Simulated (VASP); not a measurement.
# Pd3Pt (Fm-3m) in VASP: further runs

Runs on Pd3Pt. Level: PBE. Tasks: single point, relaxation of cell and atoms.

All numbers are computed with VASP 6.6.1; they aren't measurements. Logs are shortened: lines on timing, memory, paths and dates and some standing lists are left out, and cuts for length are marked.

## 1. The cell of the first run

It takes space group Fm-3m (No. 225, cubic). Conventional cell: a = 6.285 Å, b = 6.285 Å, c = 6.285 Å, α = 90.00°, β = 90.00°, γ = 90.00°. Pd (site symmetry -43m) has 10 Pd at 2.72 to 3.14 Å and 4 Pt at 2.72 Å within 3.6 Å. Pd (site symmetry m-3m) has 8 Pd at 2.72 Å and 6 Pt at 3.14 Å within 3.6 Å. Within 3.6 Å of Pt (site symmetry m-3m) lie 14 Pd at 2.72 to 3.14 Å.

The cell was built from a structure type or drawn by symmetry, and may not be a known phase.

## 2. Single point, PBE, collinear spin

The input, INCAR:

```
PREC = Accurate
ENCUT = 520
EDIFF = 1E-6
ISMEAR = 0
SIGMA = 0.1
LREAL = False
LASPH = True
NELM = 150
ALGO = Normal
ISIF = 2
LWAVE = False
LCHARG = False
ISPIN = 2
MAGMOM = 1 1 1 0
LORBIT = 11
LMAXMIX = 4
GGA = PE
NBANDS = 32
```

The input, KPOINTS:

```
Automatic mesh
0
Gamma
  6 6 6
```

The input, POSCAR:

```
Pd3Pt
1.0
    0.0000000000      3.1426405008      3.1426405008
    3.1426405008      0.0000000000      3.1426405008
    3.1426405008      3.1426405008      0.0000000000
Pd Pt
3 1
Direct
    0.2500000000      0.2500000000      0.2500000000
    0.7500000000      0.7500000000      0.7500000000
    0.5000000000      0.5000000000      0.5000000000
    0.0000000000      0.0000000000      0.0000000000
```

Potentials or basis: VASP PAW PBE potentials, release 64 (Pd, Pt).

Started as:

```sh
cat potpaw_PBE.64/Pd/POTCAR potpaw_PBE.64/Pt/POTCAR > POTCAR
mpirun -np 1 vasp_std > vasp.out
```

OUTCAR:

```text
PREC = Accurate
   ENCUT = 520
   EDIFF = 1E-6
   ISMEAR = 0
   LREAL = False
   LASPH = True
   NELM = 150
   ISIF = 2
   ISPIN = 2
   LORBIT = 11
   GGA = PE

 ion  position               nearest neighbor table
   1  0.250  0.250  0.250-   4 2.72   4 2.72   4 2.72   3 2.72   4 2.72   3 2.72   3 2.72   3 2.72
                             2 3.14   2 3.14   2 3.14   2 3.14   2 3.14   2 3.14
   2  0.750  0.750  0.750-   3 2.72   3 2.72   3 2.72   3 2.72   4 2.72   4 2.72   4 2.72   4 2.72
                             1 3.14   1 3.14   1 3.14   1 3.14   1 3.14   1 3.14
   3  0.500  0.500  0.500-   1 2.72   1 2.72   1 2.72   1 2.72   2 2.72   2 2.72   2 2.72   2 2.72
                             4 3.14   4 3.14   4 3.14   4 3.14   4 3.14   4 3.14
   4  0.000  0.000  0.000-   2 2.72   2 2.72   2 2.72   1 2.72   2 2.72   1 2.72   1 2.72   1 2.72
                             3 3.14   3 3.14   3 3.14   3 3.14   3 3.14   3 3.14

  LATTYP: Found a face centered cubic cell.
 ALAT       =     6.2852810016

  Lattice vectors:

 A1 = (   0.0000000000,   3.1426405008,   3.1426405008)
 A2 = (   3.1426405008,   0.0000000000,   3.1426405008)
 A3 = (   3.1426405008,   3.1426405008,   0.0000000000)

Analysis of symmetry for initial positions (statically):
=====================================================================
 Subroutine PRICEL returns:
 Original cell was already a primitive cell.

 Routine SETGRP: Setting up the symmetry group for a
 face centered cubic supercell.

 Subroutine GETGRP returns: Found 48 space group operations
 (whereof 48 operations were pure point group operations)
 out of a pool of 48 trial point group operations.

The static configuration has the point symmetry O_h .

Analysis of symmetry for dynamics (positions and initial velocities):
=====================================================================
 Subroutine PRICEL returns:
 Original cell was already a primitive cell.

 Routine SETGRP: Setting up the symmetry group for a
 face centered cubic supercell.

 Subroutine GETGRP returns: Found 48 space group operations
 (whereof 48 operations were pure point group operations)
 out of a pool of 48 trial point group operations.

The dynamic configuration has the point symmetry O_h .

Analysis of structural, dynamic, and magnetic symmetry:
=====================================================================
 Subroutine PRICEL returns:
 Original cell was already a primitive cell.

 Routine SETGRP: Setting up the symmetry group for a
[... 128 lines left out ...]
   AEXX    =    0.0000 exact exchange contribution
   IVDW    =     0    specifies the selected vdW correction
   LEPSILON=     F    determine dielectric tensor
   LRPA    =     F    only Hartree local field effects (RPA)
 spin polarized calculation
 Gauss-broadening in eV      SIGMA  =   0.10
  energy-cutoff  :      520.00
  volume of cell :       62.07
 maximum number of plane-waves:      1687
 NGX is ok and might be reduce to    36
   NGX = 17   NGY = 17   NGZ = 17

 number of electron      40.0000004 magnetization      -0.0008170

 number of electron      40.0000004 magnetization       0.0003328

 Free energy of the ion-electron system (eV)
  ---------------------------------------------------
  ext. energy  EPLUGINS =         0.00000000
  ---------------------------------------------------
  free energy    TOTEN  =       -21.59144692 eV

  energy without entropy =      -21.56319142  energy(sigma->0) =      -21.57731917

 E-fermi :   9.3810     XC(G=0): -12.9822

 val. band max:        9.3588667096   @ k =   0.3333   0.1667   0.0000
 cond. band min:       9.4149858668   @ k =   0.5000   0.0000   0.0000
 fundamental gap:      0.0561191572
 Fermi energy:         9.3810161130

 spin component 1

 k-point     1 :       0.0000    0.0000    0.0000
  band No.  band energies     occupation
      1       1.7879      1.00000
      2       4.1515      1.00000
      3       4.1515      1.00000
      4       5.7038      1.00000
      5       5.7038      1.00000
      6       5.7038      1.00000
[... 549 lines left out ...]
     31      25.3963      0.00000
     32      25.7265      0.00000
 Fermi energy:         9.3810161130

 spin component 2

 k-point     1 :       0.0000    0.0000    0.0000
  band No.  band energies     occupation
      1       1.7879      1.00000
      2       4.1515      1.00000
      3       4.1515      1.00000
      4       5.7038      1.00000
      5       5.7038      1.00000
      6       5.7038      1.00000
[... 549 lines left out ...]
     31      25.3963      0.00000
     32      25.7266      0.00000

------------------------ aborting loop because EDIFF is reached ----------------------------------------

  FORCE on cell =-STRESS in cart. coord.  units (eV):
  Direction    XX          YY          ZZ          XY          YZ          ZX
  --------------------------------------------------------------------------------------
  -------------------------------------------------------------------------------------
  Total       -0.1613063     -0.1613063     -0.1613063      0.0000000     -0.0000000      0.0000000
  in kB       -4.1633961     -4.1633961     -4.1633961      0.0000000     -0.0000000      0.0000000
  external PRESSURE =      -4.1633961 kB  Pullay stress =       0.0000000 kB

 VOLUME and BASIS-vectors are now :
 -----------------------------------------------------------------------------
  energy-cutoff  :      520.00
  volume of cell :       62.07
      direct lattice vectors                 reciprocal lattice vectors
     0.000000000  3.142640501  3.142640501    -0.159101876  0.159101876  0.159101876
     3.142640501  0.000000000  3.142640501     0.159101876 -0.159101876  0.159101876
     3.142640501  3.142640501  0.000000000     0.159101876  0.159101876 -0.159101876

 POSITION                                       TOTAL-FORCE (eV/Angst)
 -----------------------------------------------------------------------------------
      1.57132      1.57132      1.57132         0.000000      0.000000     -0.000000
      4.71396      4.71396      4.71396        -0.000000     -0.000000      0.000000
      3.14264      3.14264      3.14264        -0.000000     -0.000000      0.000000
      0.00000      0.00000      0.00000        -0.000000     -0.000000      0.000000
 -----------------------------------------------------------------------------------
    total drift:                                0.000000      0.000000      0.000000

  FREE ENERGIE OF THE ION-ELECTRON SYSTEM (eV)
  ---------------------------------------------------
  free  energy   TOTEN  =       -21.5914469229 eV

  energy  without entropy=      -21.5631914165  energy(sigma->0) =      -21.57731917

 total charge

# of ion       s       p       d       tot
------------------------------------------
    1        0.467   0.459   8.463   9.389
    2        0.467   0.459   8.463   9.389
    3        0.453   0.422   8.488   9.363
    4        0.642   0.464   8.039   9.145
--------------------------------------------------
tot          2.029   1.803  33.454  37.286

 magnetization (x)

# of ion       s       p       d       tot
------------------------------------------
    1        0.000  -0.000   0.000   0.000
    2        0.000  -0.000   0.000   0.000
    3        0.000   0.000   0.000   0.000
    4       -0.000  -0.000   0.000  -0.000
--------------------------------------------------
tot          0.000  -0.000   0.000   0.000
```

stdout:

```text
POSCAR found type information on POSCAR PdPt
 POSCAR found :  2 types and       4 ions
 scaLAPACK will be used
 LDA part: xc-table for (Slater+PW92), standard interpolation
 POSCAR, INCAR and KPOINTS ok, starting setup
 FFT: planning ... GRIDC
 FFT: planning ... GRID_SOFT
 FFT: planning ... GRID
 WAVECAR not read
 entering main loop
```

Wall time 2.2 min (1 thread of Intel Xeon 8259CL, shared host); peak memory 0.26 GiB.

What came out:

```
Free energy                                           : -21.5914 eV
Pressure                                              : -0.4 GPa
Band gap on the k mesh                                : zero (filled and empty bands overlap)
Net moment                                            : 0.00 μB per cell
Valence electrons inside the program's atomic spheres : Pd 9.39, 9.36 (each value once); Pt 9.14
```

Caveat: spin-orbit coupling is left out, which moves the levels of the heavy elements.

## 3. Relaxation of cell and atoms, PBE

The input, INCAR:

```
SYSTEM = Pd3Pt
ALGO = Fast ; EDIFF = 1E-6
EDIFFG = -0.01 ; ENCUT = 600
GGA = PE ; IBRION = 2
ISIF = 3 ; ISMEAR = 0
LASPH = .True. ; LCHARG = .False.
LREAL = .False. ; LWAVE = .False.
NELM = 100 ; NSW = 100
PREC = Accurate ; SIGMA = 0.1
```

The input, KPOINTS:

```
k-points
0
Gamma
  12 12 12
  0 0 0
```

POSCAR is that of step 2.

Potentials or basis: VASP PAW PBE potentials, release 64 (Pd, Pt).

Started as:

```sh
cat potpaw_PBE.64/Pd/POTCAR potpaw_PBE.64/Pt/POTCAR > POTCAR
mpirun -np 1 vasp_std > vasp.out
```

It took 7.5 min on 1 thread of Intel Xeon 8259CL, shared host; peak memory 0.3 GiB.

Results (log left out):

```yaml
Free_energy: -21.5777 eV
Relaxed_volume: 15.47 Å³/atom
Relaxed_cell: a = 4.440 Å, b = 4.440 Å, c = 4.440 Å, α = 60.00°, β = 60.00°, γ = 60.00°
Space_group_after_relaxing_to_0.1_Å: Fm-3m (No. 225)
Energy_gained_by_relaxing: 0.1 meV/atom
Ionic_steps: 3
Pressure_after_relaxing: 0.0 GPa
Band_gap_on_the_k_mesh: zero (bands 20 and 21 overlap by 0.97 eV)
```

The path:
```
step  energy change (eV)  largest force (eV/Å)  pressure (GPa)  volume (Å³)
   1              0.0000                0.0000           -0.47        62.07
   2              0.0002                0.0000            0.72        61.67
   3             -0.0003                0.0000            0.03        61.89
```

Final structure:
```
CELL_PARAMETERS angstrom
0.00000 3.13953 3.13953
3.13953 0.00000 3.13953
3.13953 3.13953 0.00000
ATOMIC_POSITIONS crystal
Pd 0.25000 0.25000 0.25000
Pd 0.75000 0.75000 0.75000
Pd 0.50000 0.50000 0.50000
Pt 0.00000 0.00000 0.00000
```

Levels at points of the mesh, in eV from the Fermi level:
```tsv
k point	band 18	band 19	band 20	band 21	band 22	band 23
(0.00, 0.00, 0.00)	-0.44	0.26	0.26	0.26	6.96	8.24
(0.50, 0.00, 0.00)	-0.68	-0.45	-0.45	0.08	0.28	7.50
(0.50, 0.50, 0.00)	-0.53	0.48	0.54	0.67	0.67	1.18
```

Caveat: spin-orbit coupling is left out, which moves the levels of the heavy elements.
